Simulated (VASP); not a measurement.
# Zn4SiGe3P8 (P1) in VASP: a series of runs

Zn4SiGe3P8 is run at these levels: PBEsol; tasks: single point.

Everything below comes from runs of VASP 6.6.1. Logs are shortened: lines on timing, memory, paths and dates and some standing lists are left out, and cuts for length are marked.

## Step 1: The cell of the first run

The typed cell holds 64 atoms: a = 10.812 Å, b = 10.814 Å, c = 10.640 Å, α = 90.00°, β = 90.00°, γ = 90.00°.

## Step 2: Single point, PBEsol

INCAR

```
SYSTEM = Zn4SiGe3P8
  PREC = Accurate
  ENCUT = 550
  EDIFF = 1E-6
  ISMEAR = -1
  SIGMA = 0.05
  LREAL = Auto
  LASPH = .TRUE.
  NELM = 120
  ALGO = Normal
  ISIF = 2
  LWAVE = .FALSE.
  LCHARG = .TRUE.
  GGA = PS
  LELF = .TRUE.
  LVHAR = .TRUE.
  NBANDS = 306
  ISYM = -1
  GGA_COMPAT = .FALSE.
```

KPOINTS

```
explicit points
1
Reciprocal
  0.25000000   0.25000000   0.25000000 1
```

POSCAR

```
Zn4SiGe3P8
1.0
   10.8123423141     -0.0000800135     -0.0000269926
   -0.0000799999     10.8141776617     -0.0000269927
   -0.0000260000     -0.0000260045     10.6397612171
Zn Ge Si P
16 12 4 32
Direct
    0.9988360000      0.0016940000      0.0029850000
    0.9983640000      0.4992480000      0.0014750000
    0.5001090000      0.0017290000      0.0034490000
    0.5016570000      0.5006870000      0.0011030000
    0.9983570000      0.2494790000      0.2483070000
    0.9998480000      0.7503610000      0.2507360000
    0.5014540000      0.2484340000      0.2490300000
    0.5014260000      0.7503810000      0.2505700000
    0.2501850000      0.9995260000      0.7495950000
    0.2506320000      0.4996750000      0.7498690000
    0.7509900000      0.0003030000      0.7515940000
    0.7504090000      0.4986090000      0.7519920000
    0.2500420000      0.2494450000      0.4991040000
    0.2494400000      0.7510680000      0.4990600000
    0.7496270000      0.2500940000      0.4970310000
    0.7502380000      0.7498860000      0.4966940000
    0.0003860000      0.0011580000      0.4979400000
    0.9995710000      0.5001530000      0.4986040000
    0.5011680000      0.0011210000      0.4977480000
    0.5022790000      0.5011610000      0.4992710000
    0.2507380000      0.5007050000      0.2499380000
    0.2517030000      0.2498440000      0.0007240000
    0.2509260000      0.7518170000      0.0008710000
    0.7514910000      0.7509620000      0.0020420000
    0.9997650000      0.2514290000      0.7510460000
    0.0006870000      0.7513760000      0.7497380000
    0.5021830000      0.2506460000      0.7507450000
    0.5015390000      0.7513980000      0.7500570000
    0.2503110000      0.0004320000      0.2498440000
    0.7507450000      0.0013090000      0.2486190000
    0.7498180000      0.4991000000      0.2481870000
    0.7508510000      0.2501360000      0.0015880000
    0.1298360000      0.1228550000      0.1280870000
    0.1255840000      0.6251150000      0.1243680000
    0.6333340000      0.1253650000      0.1249240000
    0.6294670000      0.6228970000      0.1279930000
    0.1232230000      0.1252500000      0.6252590000
    0.1237970000      0.6251110000      0.6241550000
    0.6250450000      0.1251400000      0.6242880000
    0.6259730000      0.6252980000      0.6254880000
    0.3752620000      0.3752030000      0.1252140000
    0.3718050000      0.8781670000      0.1295880000
    0.8675960000      0.3745820000      0.1246620000
    0.8717480000      0.8782360000      0.1295180000
    0.3721970000      0.1211180000      0.3707100000
    0.3754450000      0.6247420000      0.3753060000
    0.8716810000      0.1210180000      0.3704210000
    0.8716400000      0.6195190000      0.3696880000
    0.1242950000      0.3751020000      0.3733980000
    0.1277280000      0.8793260000      0.3712080000
    0.6273860000      0.3789560000      0.3703480000
    0.6285390000      0.8802230000      0.3701800000
    0.1252090000      0.3743630000      0.8765080000
    0.1241640000      0.8756070000      0.8762300000
    0.6283770000      0.3706070000      0.8801760000
    0.6248790000      0.8748040000      0.8774660000
    0.3774030000      0.3744340000      0.6236820000
    0.3769040000      0.8751410000      0.6232980000
    0.8750690000      0.3743380000      0.6236220000
    0.8757480000      0.8750050000      0.6230440000
    0.3757210000      0.1254000000      0.8743620000
    0.3757840000      0.6265390000      0.8748700000
    0.8727560000      0.1298990000      0.8790460000
    0.8753000000      0.6267420000      0.8750210000
```

Potentials or basis: VASP PAW PBE potentials, release 64 (Zn, Ge_d, Si, P).

Command:

```bash
$ cat potpaw_PBE.64/Zn/POTCAR potpaw_PBE.64/Ge_d/POTCAR potpaw_PBE.64/Si/POTCAR potpaw_PBE.64/P/POTCAR > POTCAR
$ mpirun -np 1 vasp_std > vasp.out
```

OUTCAR:

```text
SYSTEM = Zn4SiGe3P8
   PREC = Accurate
   ENCUT = 550
   EDIFF = 1E-6
   ISMEAR = -1
   LREAL = Auto
   LASPH = .TRUE.
   NELM = 120
   ISIF = 2
   GGA = PS
   ISYM = -1

 ion  position               nearest neighbor table
   1  0.999  0.002  0.003-  44 2.34  33 2.34  54 2.35  63 2.35
   2  0.998  0.499  0.001-  34 2.34  53 2.34  64 2.34  43 2.35
   3  0.500  0.002  0.003-  61 2.34  56 2.35  42 2.35  35 2.35
   4  0.502  0.501  0.001-  41 2.34  36 2.34  62 2.35  55 2.35
   5  0.998  0.249  0.248-  49 2.34  47 2.34  33 2.35  43 2.36
   6  1.000  0.750  0.251-  34 2.34  44 2.34  50 2.35  48 2.35
[... 56 lines left out ...]
  63  0.873  0.130  0.879-  32 2.26  25 2.34   1 2.35  11 2.35
  64  0.875  0.627  0.875-  24 2.33  26 2.33  12 2.34   2 2.34

IMPORTANT INFORMATION: All symmetrisations will be switched off!
NOSYMM: (Re-)initialisation of all symmetry stuff for point group C_1.

----------------------------------------------------------------------------------------

                                     Primitive cell

  volume of cell :    1244.0710

  direct lattice vectors                    reciprocal lattice vectors
    10.812342314 -0.000080014 -0.000026993     0.092486898  0.000000684  0.000000226
    -0.000080000 10.814177662 -0.000026993     0.000000684  0.092471201  0.000000226
    -0.000026000 -0.000026005 10.639761217     0.000000235  0.000000235  0.093987072

  length of vectors
    10.812342314 10.814177662 10.639761217     0.092486898  0.092471201  0.093987072

  position of ions in fractional coordinates (direct lattice)
     0.998836000  0.001694000  0.002985000
     0.998364000  0.499248000  0.001475000
     0.500109000  0.001729000  0.003449000
     0.501657000  0.500687000  0.001103000
     0.998357000  0.249479000  0.248307000
     0.999848000  0.750361000  0.250736000
[... 56 lines left out ...]
     0.872756000  0.129899000  0.879046000
     0.875300000  0.626742000  0.875021000

  ion indices of the primitive-cell ions
   primitive index   ion index
                 1           1
                 2           2
                 3           3
                 4           4
                 5           5
                 6           6
[... 56 lines left out ...]
                63          63
                64          64

----------------------------------------------------------------------------------------

 KPOINTS: explicit points

Read explicit list of k-points.

 Found      1 k-points:

 Following reciprocal coordinates:
            Coordinates               Weight
  0.250000  0.250000  0.250000      1.000000
   k-points           NKPTS =      1   k-points in BZ     NKDIM =      1   number of bands    NBANDS=    306
   number of dos      NEDOS =    301   number of ions     NIONS =     64
   total plane-waves  NPLWV = 592704
   dimension x,y,z NGX =    84 NGY =   84 NGZ =   84
   dimension x,y,z NGXF=   168 NGYF=  168 NGZF=  168
   ions per type =              16  12   4  32
   NGX,Y,Z   is equivalent  to a cutoff of  12.92, 12.91, 13.12 a.u.
   NGXF,Y,Z  is equivalent  to a cutoff of  25.83, 25.83, 26.25 a.u.
 SYSTEM =  Zn4SiGe3P8
   PREC   = accura    normal or accurate (medium, high low for compatibility)
   ISTART =      0    job   : 0-new  1-cont  2-samecut
   ICHARG =      2    charge: 1-file 2-atom 10-const
   ISPIN  =      1    spin polarized calculation?
   LNONCOLLINEAR =      F non collinear calculations
   LSORBIT =      F    spin-orbit coupling
   LASPH  =      T    aspherical Exc in radial PAW
   ENCUT  =  550.0 eV  40.42 Ry    6.36 a.u.  20.68 20.68 20.35*2*pi/ulx,y,z
   NELM   =    120;   NELMIN=  2; NELMDL= -5     # of ELM steps
   EDIFF  = 0.1E-05   stopping-criterion for ELM
   LREAL  =      T    real-space projection
   EDIFFG = 0.1E-04   stopping-criterion for IOM
   NSW    =      0    number of steps for IOM
   IBRION =     -1    ionic relax: 0-MD 1-quasi-New 2-CG
   NFREE  =      0    steps in history (QN), initial steepest desc. (CG)
   ISIF   =      2    stress and relaxation
[... 2 lines left out ...]
   TEBEG  =    0.0;   TEEND  =   0.0 temperature during run
   PSTRESS=    0.0 pullay stress
   NELECT =     536.0000    total number of electrons
   NUPDOWN=      -1.0000    fix difference up-down
   EMIN   =  10.00;   EMAX   =-10.00  energy-range for DOS
   EFERMI =   0.00;   METHOD = LEGACY
   ISMEAR =    -1;   SIGMA  =   0.05  broadening in eV -4-tet -1-fermi 0-gaus
   EFERMI_NEDOS =   21; number of points for ismear=-14 and -15
   IALGO  =     38    algorithm
   IMIX   =      4    mixing-type and parameters
     AMIX     =   0.40;   BMIX     =  1.00
     AMIX_MAG =   1.60;   BMIX_MAG =  1.00
  volume/ion in A,a.u.               =      19.44       131.18
  Fermi-wavevector in a.u.,A,eV,Ry     =   1.236464  2.336578 20.801165  1.528842
  Thomas-Fermi vector in A             =   2.371071
   LORBIT       =      0    0 simple, 1 ext, 2 COOP (PROOUT), +10 PAW based schemes
   GGA     = PS    functional components
   LHFCALC =     F    Hartree Fock is set to
   AEXX    =    0.0000 exact exchange contribution
   IVDW    =     0    specifies the selected vdW correction
   LEPSILON=     F    determine dielectric tensor
   LRPA    =     F    only Hartree local field effects (RPA)
 non-spin polarized calculation
  energy-cutoff  :      550.00
  volume of cell :     1244.07
 maximum number of plane-waves:     36427
 NGX is ok and might be reduce to    84
   NGX = 41   NGY = 41   NGZ = 41

 number of electron     535.9999855 magnetization

 Free energy of the ion-electron system (eV)
  ---------------------------------------------------
  ext. energy  EPLUGINS =         0.00000000
  ---------------------------------------------------
  free energy    TOTEN  =      -306.91223474 eV

  energy without entropy =     -306.91223432  energy(sigma->0) =     -306.91223453

 E-fermi :   5.0475     XC(G=0): -10.0849

 val. band max:        4.2404581995   @ k =   0.2500   0.2500   0.2500
 cond. band min:       5.8601422826   @ k =   0.2500   0.2500   0.2500
 fundamental gap:      1.6196840831
 Fermi energy:         5.0474838523

 k-point     1 :       0.2500    0.2500    0.2500
  band No.  band energies     occupation
      1     -20.2931      2.00000
      2     -20.2929      2.00000
      3     -20.2922      2.00000
      4     -20.2893      2.00000
      5     -20.2886      2.00000
      6     -20.2880      2.00000
[... 272 lines left out ...]
    279       6.5762      0.00000
    280       6.5859      0.00000
 [bands above 280 left out]

------------------------ aborting loop because EDIFF is reached ----------------------------------------

  FORCE on cell =-STRESS in cart. coord.  units (eV):
  Direction    XX          YY          ZZ          XY          YZ          ZX
  --------------------------------------------------------------------------------------
  -------------------------------------------------------------------------------------
  Total        0.5555039      0.6025393      0.5958149     -5.8183886     -5.9401566     -5.9689783
  in kB        0.7154059      0.7759805      0.7673205     -7.4932140     -7.6500330     -7.6871511
  external PRESSURE =       0.7529023 kB  Pullay stress =       0.0000000 kB

 VOLUME and BASIS-vectors are now :
 -----------------------------------------------------------------------------
  energy-cutoff  :      550.00
  volume of cell :     1244.07
      direct lattice vectors                 reciprocal lattice vectors
    10.812342314 -0.000080014 -0.000026993     0.092486898  0.000000684  0.000000226
    -0.000080000 10.814177662 -0.000026993     0.000000684  0.092471201  0.000000226
    -0.000026000 -0.000026005 10.639761217     0.000000235  0.000000235  0.093987072

 POSITION                                       TOTAL-FORCE (eV/Angst)
 -----------------------------------------------------------------------------------
     10.79976      0.01824      0.03173        -0.002490      0.003108     -0.001516
     10.79461      5.39888      0.01565         0.000284      0.000455     -0.000245
      5.40735      0.01866      0.03668         0.001331      0.003184      0.001269
      5.42405      5.41448      0.01171         0.001395      0.001896     -0.002781
     10.79455      2.69782      2.64189        -0.000316     -0.000813      0.002773
     10.81063      8.11445      2.66772        -0.003174      0.000042      0.002342
[... 56 lines left out ...]
      9.43650      1.40466      9.35281         0.008435      0.019660     -0.006478
      9.46397      6.77761      9.30997         0.000239      0.026948      0.000905
 -----------------------------------------------------------------------------------
    total drift:                                0.003457     -0.006665     -0.001887

  FREE ENERGIE OF THE ION-ELECTRON SYSTEM (eV)
  ---------------------------------------------------
  free  energy   TOTEN  =      -306.9122347425 eV

  energy  without entropy=     -306.9122343241  energy(sigma->0) =     -306.91223453
```

Run time: 9.8 min. Hardware: 1 thread of Intel Xeon 6975P-C (Granite Rapids), shared host; peak memory 1.2 GiB.

What came out:

* Free energy: -306.9122 eV
* Pressure: 0.1 GPa
* Largest force: 0.032 eV/Å
* Band gap on the k mesh: 1.62 eV

Forces in eV/Å, atoms in the order of the input:
```
Zn  -0.002  0.003 -0.002
Zn   0.000  0.000  0.000
Zn   0.001  0.003  0.001
Zn   0.001  0.002 -0.003
Zn   0.000 -0.001  0.003
Zn  -0.003  0.000  0.002
Zn  -0.002 -0.004  0.004
Zn   0.001  0.000  0.001
Zn  -0.002  0.001  0.002
Zn   0.001  0.000  0.000
Zn   0.001  0.001  0.001
Zn  -0.001  0.001  0.001
Zn   0.001 -0.002  0.000
Zn   0.000  0.001 -0.001
Zn   0.000  0.002  0.000
Zn   0.000  0.000 -0.001
Ge  -0.001  0.002  0.001
Ge   0.002  0.000 -0.001
Ge  -0.001  0.000  0.003
Ge   0.000  0.000  0.000
Ge   0.002  0.000 -0.002
Ge   0.001  0.000  0.000
Ge  -0.003 -0.001 -0.003
Ge  -0.002 -0.001 -0.002
Ge   0.000 -0.001  0.000
Ge   0.000 -0.002 -0.002
Ge  -0.001 -0.003  0.000
Ge  -0.002 -0.004  0.001
Si  -0.001 -0.003 -0.002
Si  -0.003  0.001 -0.005
Si   0.001  0.000 -0.003
Si   0.000  0.000  0.001
P    0.024  0.008 -0.007
P    0.032 -0.001 -0.001
P    0.021 -0.002  0.000
P    0.024  0.009 -0.007
P   -0.028  0.001 -0.001
P   -0.029 -0.001  0.001
P   -0.030  0.000  0.001
P   -0.031  0.000  0.000
P   -0.031  0.002  0.000
P   -0.024 -0.005 -0.006
P   -0.017  0.002  0.001
P   -0.021 -0.008 -0.006
P    0.009 -0.019  0.007
P    0.000 -0.030  0.001
P    0.011 -0.021  0.008
P    0.010 -0.021  0.007
P   -0.005  0.029  0.002
P   -0.007  0.022  0.007
P   -0.011  0.022  0.007
P   -0.008  0.020  0.008
P    0.002 -0.031 -0.003
P    0.001 -0.028  0.000
P   -0.009 -0.019 -0.007
P    0.000 -0.028  0.000
P    0.030  0.001  0.002
P    0.032  0.002 -0.002
P    0.031 -0.002  0.001
P    0.032  0.000  0.001
P   -0.002  0.029 -0.001
P   -0.001  0.028  0.000
P    0.008  0.020 -0.006
P    0.000  0.027  0.001
```

Stress tensor (GPa, compression positive):
```
 0.07 -0.75 -0.77
-0.75  0.08 -0.77
-0.77 -0.77  0.08
```

Levels at points of the mesh, in eV from the valence-band top:
```
           k point  band 266  band 267  band 268  band 269  band 270  band 271
(0.25, 0.25, 0.25)     -0.36     -0.08      0.00      1.62      1.70      1.72
```

Caveat: the PAW data sets were made with another functional, which shifts forces and pressure a little; a shifted mesh leaves out Γ, where band edges can lie.

(Part 1 of 2 ends here.)
